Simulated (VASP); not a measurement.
# ZrC in VASP: notebook, part 3 of 3

VASP 6.6.1. The steps go on from the part before.

### 5 Electric field gradients, PBEsol (volume scaled by 1.01)

Contents of INCAR:

```
SYSTEM = ZrC
PREC = Accurate
ENCUT = 520
EDIFF = 1E-8
ISMEAR = -1
SIGMA = 0.05
LREAL = .FALSE.
LASPH = .TRUE.
NELM = 60
ALGO = Normal
ISIF = 2
LWAVE = .FALSE.
LCHARG = .FALSE.
GGA = PS
LEFG = .TRUE.
NBANDS = 15
```

Contents of KPOINTS:

```
Automatic mesh
0
G
  15 15 15
  0 0 0
```

Contents of POSCAR:

```
ZrC
1.0
    0.0000000000      2.3580180640      2.3580180640
    2.3580180640      0.0000000000      2.3580180640
    2.3580180640      2.3580180640      0.0000000000
Zr C
1 1
Direct
    0.5000000000      0.5000000000      0.5000000000
    0.0000000000      0.0000000000      0.0000000000
```

Potentials or basis: VASP PAW PBE potentials, release 64 (Zr_sv, C).

Command:

```console
$ cat potpaw_PBE.64/Zr_sv/POTCAR potpaw_PBE.64/C/POTCAR > POTCAR
$ mpirun -np 1 vasp_std > vasp.out
```

OUTCAR:

```text
SYSTEM = ZrC
   PREC = Accurate
   ENCUT = 520
   EDIFF = 1E-8
   ISMEAR = -1
   LREAL = .FALSE.
   LASPH = .TRUE.
   NELM = 60
   ISIF = 2
   GGA = PS

 ion  position               nearest neighbor table
   1  0.500  0.500  0.500-   2 2.36   2 2.36   2 2.36   2 2.36   2 2.36   2 2.36
   2  0.000  0.000  0.000-   1 2.36   1 2.36   1 2.36   1 2.36   1 2.36   1 2.36

  LATTYP: Found a face centered cubic cell.
 ALAT       =     4.7160361280

  Lattice vectors:

 A1 = (   0.0000000000,   2.3580180640,   2.3580180640)
 A2 = (   2.3580180640,   0.0000000000,   2.3580180640)
 A3 = (   2.3580180640,   2.3580180640,   0.0000000000)

Analysis of symmetry for initial positions (statically):
=====================================================================
 Subroutine PRICEL returns:
 Original cell was already a primitive cell.

 Routine SETGRP: Setting up the symmetry group for a
 face centered cubic supercell.

 Subroutine GETGRP returns: Found 48 space group operations
 (whereof 48 operations were pure point group operations)
 out of a pool of 48 trial point group operations.

The static configuration has the point symmetry O_h .

Analysis of symmetry for dynamics (positions and initial velocities):
=====================================================================
 Subroutine PRICEL returns:
 Original cell was already a primitive cell.

 Routine SETGRP: Setting up the symmetry group for a
 face centered cubic supercell.

 Subroutine GETGRP returns: Found 48 space group operations
 (whereof 48 operations were pure point group operations)
 out of a pool of 48 trial point group operations.

The dynamic configuration has the point symmetry O_h .
[... 166 lines left out ...]
     11      10.4323      0.00000
     12      12.1557      0.00000
     13      12.1557      0.00000
     14      16.5576      0.00000
[... 401 lines left out ...]
      2     -16.6186      2.00000
      3     -16.4502      2.00000
      4     -16.4413      2.00000
      5      -1.0892      2.00000
      6       7.0578      2.00000
      7       8.6779      2.00000
      8       8.9355      1.99962
      9       9.9206      0.00003
     10      12.2829      0.00000
     11      12.6880      0.00000
     12      13.3139      0.00000
     13      15.1870      0.00000
     14      18.6493      0.00000
     15      21.8911      0.00000

 [... further k-points ...]
[... 5 lines left out ...]
  --------------------------------------------------------------------------------------
  -------------------------------------------------------------------------------------
  Total       -1.0402391     -1.0402391     -1.0402391      0.0000000      0.0000000     -0.0000000
  in kB      -63.5583136    -63.5583136    -63.5583136      0.0000000      0.0000000     -0.0000000
  external PRESSURE =     -63.5583136 kB  Pullay stress =       0.0000000 kB

 VOLUME and BASIS-vectors are now :
 -----------------------------------------------------------------------------
  energy-cutoff  :      520.00
  volume of cell :       26.22
      direct lattice vectors                 reciprocal lattice vectors
     0.000000000  2.358018064  2.358018064    -0.212042481  0.212042481  0.212042481
     2.358018064  0.000000000  2.358018064     0.212042481 -0.212042481  0.212042481
     2.358018064  2.358018064  0.000000000     0.212042481  0.212042481 -0.212042481

 POSITION                                       TOTAL-FORCE (eV/Angst)
 -----------------------------------------------------------------------------------
      2.35802      2.35802      2.35802         0.000000      0.000000      0.000000
      0.00000      0.00000      0.00000        -0.000000     -0.000000      0.000000
 -----------------------------------------------------------------------------------
    total drift:                                0.000000      0.000000      0.000000

  FREE ENERGIE OF THE ION-ELECTRON SYSTEM (eV)
  ---------------------------------------------------
  free  energy   TOTEN  =       -20.5597194154 eV

  energy  without entropy=      -20.5571204557  energy(sigma->0) =      -20.55841994

 Electric field gradients (V/A^2)
---------------------------------------------------------------------
 ion       V_xx      V_yy      V_zz      V_xy      V_xz      V_yz
---------------------------------------------------------------------
   1       0.000    -0.000    -0.000    -0.000    -0.000    -0.000
   2       0.000    -0.000    -0.000    -0.000    -0.000    -0.000
---------------------------------------------------------------------

 Electric field gradients after diagonalization (V/A^2)
 (convention: |V_zz| > |V_xx| > |V_yy|)
----------------------------------------------------------------------
 ion       V_xx      V_yy      V_zz     asymmetry (V_yy - V_xx)/ V_zz
----------------------------------------------------------------------
   1       0.000     0.000    -0.000       0.000
   2       0.000     0.000    -0.000       0.000
----------------------------------------------------------------------

           NMR quadrupolar parameters

 Cq : quadrupolar parameter    Cq=e*Q*V_zz/h
 eta: asymmetry parameters     (V_yy - V_xx)/ V_zz
 Q  : nuclear electric quadrupole moment in mb (millibarn)
----------------------------------------------------------------------
 ion       Cq(MHz)       eta       Q (mb)
----------------------------------------------------------------------
   1      -0.000       0.000       1.000
   2      -0.000       0.000       1.000
----------------------------------------------------------------------
```

OSZICAR:

```text
N       E                     dE             d eps       ncg     rms          rms(c)
DAV:   1     0.988713348910E+02    0.98871E+02   -0.85888E+03  3608   0.108E+03
DAV:   2    -0.176399189877E+02   -0.11651E+03   -0.10949E+03  4608   0.288E+02
DAV:   3    -0.236585069394E+02   -0.60186E+01   -0.59815E+01  5906   0.546E+01
DAV:   4    -0.238035747525E+02   -0.14507E+00   -0.14498E+00  4418   0.585E+00
DAV:   5    -0.238050508189E+02   -0.14761E-02   -0.14760E-02  4718   0.542E-01    0.204E+01
DAV:   6    -0.206966307964E+02    0.31084E+01   -0.56943E+00  4261   0.217E+01    0.742E+00
DAV:   7    -0.205860145760E+02    0.11062E+00   -0.57676E-01  4130   0.562E+00    0.624E+00
DAV:   8    -0.205909885431E+02   -0.49740E-02   -0.32154E-01  4427   0.418E+00    0.433E+00
DAV:   9    -0.205602348470E+02    0.30754E-01   -0.55097E-02  3971   0.162E+00    0.646E-01
DAV:  10    -0.205597352682E+02    0.49958E-03   -0.44536E-03  4699   0.583E-01    0.104E-01
DAV:  11    -0.205597252070E+02    0.10061E-04   -0.17417E-04  4090   0.131E-01    0.466E-02
DAV:  12    -0.205597201165E+02    0.50904E-05   -0.45491E-06  4547   0.180E-02    0.996E-03
DAV:  13    -0.205597195047E+02    0.61188E-06   -0.16315E-06  4477   0.789E-03    0.343E-03
DAV:  14    -0.205597194175E+02    0.87157E-07   -0.93769E-08  4153   0.197E-03    0.638E-04
DAV:  15    -0.205597194154E+02    0.20677E-08   -0.50588E-09  3233   0.556E-04
   1 F= -.20559719E+02 E0= -.20558420E+02  d E =-.259896E-02
```

stdout:

```text
POSCAR found type information on POSCAR ZrC
 POSCAR found :  2 types and       2 ions
 scaLAPACK will be used
 -----------------------------------------------------------------------------
|                                                                             |
|                                                                             |
|     You enforced a specific xc type in the INCAR file but a different       |
|     I HOPE YOU KNOW WHAT YOU ARE DOING!                                     |
|                                                                             |
 -----------------------------------------------------------------------------

 LDA part: xc-table for (Slater+PW92), standard interpolation
 POSCAR, INCAR and KPOINTS ok, starting setup
 FFT: planning ... GRIDC
 FFT: planning ... GRID_SOFT
 FFT: planning ... GRID
 WAVECAR not read
 entering main loop
ion   1

ion   2
```

It took 54 s on 1 thread of Intel Xeon Platinum 8488C (Sapphire Rapids), shared host; peak memory 0.19 GiB.

What came out:

* Free energy: -20.5597 eV
* Pressure: -6.4 GPa
* Band gap on the k mesh: zero (band 8 reaches 10.33 eV, above the bottom of band 9 at 9.01 eV)

Caveat: without QUAD_EFG the Cq values of the log hold for a quadrupole moment of 1 mb, not for the nuclei; the PAW data sets were made with another functional, which shifts forces and pressure a little.

### 6 Overview

| cell | gap on the mesh (eV) | pressure (GPa) |
| --- | --- | --- |
| a = 3.374, b = 3.374, c = 3.423 Å, angles 59.5, 59.5, 61.0°, 2 atoms | none | -15.3 |
| a = 3.301 Å, angles 60.0°, 2 atoms | none | 0.4 |
| a = 3.335 Å, angles 60.0°, 2 atoms | none | -6.4 |

Alike in all rows: task electric field gradients; level PBEsol; potentials or basis VASP PAW PBE potentials, release 64 (Zr_sv, C); no spin polarisation; k mesh 15 × 15 × 15; cutoff (eV) 520; smearing fermi-dirac 0.05 eV.

Caveats: the PAW data sets were made with another functional, which shifts forces and pressure a little.

Total energies depend on the potentials used, so only differences within one code and one set of settings carry meaning.
